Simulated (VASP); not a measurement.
## Si: single point with PBE

The system is Si.

```xyz
4
Lattice="-3.5212 3.5212 1.9304 3.5212 -3.5212 1.9304 3.1699 3.1699 -1.9304" Properties=species:S:1:pos:R:3 pbc="T T T"
Si    1.1324    1.1324    0.0000
Si    2.0376    2.0376    1.9304
Si    2.2634   -2.2634    1.9304
Si   -2.2634    2.2634    1.9304
```

- Program: VASP 6.6.1
- Task: single point
- Functional: PBE
- Potentials or basis: VASP PAW PBE potentials, release 64 (Si)
- Cutoff: 520 eV
- k mesh: 10 × 10 × 10
- Occupations: gaussian, width 0.05 eV
- Spin: no spin polarisation
- Dipole correction: no
- Further INCAR settings: ALGO = Normal; EDIFF = 1e-06; NBANDS = 16

| Quantity | Value |
| --- | --- |
| Pressure | -0.2 GPa |
| Largest force | 0.373 eV/Å |
| Band gap on the k mesh | zero (band 8 reaches 5.76 eV, above the bottom of band 9 at 5.64 eV) |

Forces on the atoms (eV/Å):
```
Si  -0.264 -0.264  0.000
Si   0.264  0.264  0.000
Si  -0.258  0.258  0.000
Si   0.258 -0.258  0.000
```

Stress tensor (GPa, compression positive):
```
-0.45  3.85  0.00
 3.85 -0.45  0.00
 0.00  0.00  0.34
```

Levels at points of the mesh, in eV from the Fermi level:
```tsv
k point	band 6	band 7	band 8	band 9	band 10	band 11
(0.00, 0.00, 0.00)	-2.08	-1.59	-0.88	1.05	1.22	1.23
(0.50, 0.00, 0.00)	-3.80	-2.70	-1.82	0.52	1.63	2.73
(0.50, 0.50, 0.00)	-2.43	-2.16	-2.05	1.36	1.40	1.45
(0.00, 0.00, 0.50)	-2.65	-2.19	-1.78	0.98	1.65	2.10
(0.50, 0.50, 0.50)	-1.03	-0.59	0.00	0.24	2.23	2.84
```

It took 100 s on 1 thread of Intel(R) Xeon(R) 6975P-C (Granite Rapids) (shared host), peak memory 0.33 GiB.
